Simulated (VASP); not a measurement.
Here is a VASP 6.6.1 calculation.

Contents of INCAR:

```
PREC = Accurate ; ENCUT = 520
EDIFF = 1E-6 ; ISMEAR = 0
SIGMA = 0.1 ; LREAL = F
LASPH = T ; NELM = 150
ALGO = Normal ; ISIF = 2
LWAVE = F ; LCHARG = T
ISPIN = 2 ; MAGMOM = 3.01
LORBIT = 11 ; LMAXMIX = 4
GGA = PE ; LELF = T
LVHAR = T ; NBANDS = 14
```

Contents of KPOINTS:

```
regular mesh
0
Gamma
  20 20 20
```

The input POSCAR:

```
Fe
1.0
    0.0000000000      1.8201362418      1.8201362418
    1.8201362418      0.0000000000      1.8201362418
    1.8201362418      1.8201362418      0.0000000000
Fe
1
Direct
    0.0000000000      0.0000000000      0.0000000000
```

Potentials or basis: VASP PAW PBE potentials, release 64 (Fe).

The run is started by

```bash
$ cat potpaw_PBE.64/Fe/POTCAR > POTCAR
$ mpirun -np 1 vasp_std > vasp.out
```

(1) What does it give for the pressure?

(2) Estimate the net moment.

(3) Estimate the site moments.

Answers

(1) -0.3 GPa.

(2) 2.60 μB per cell.

(3) Fe +2.60 μB.
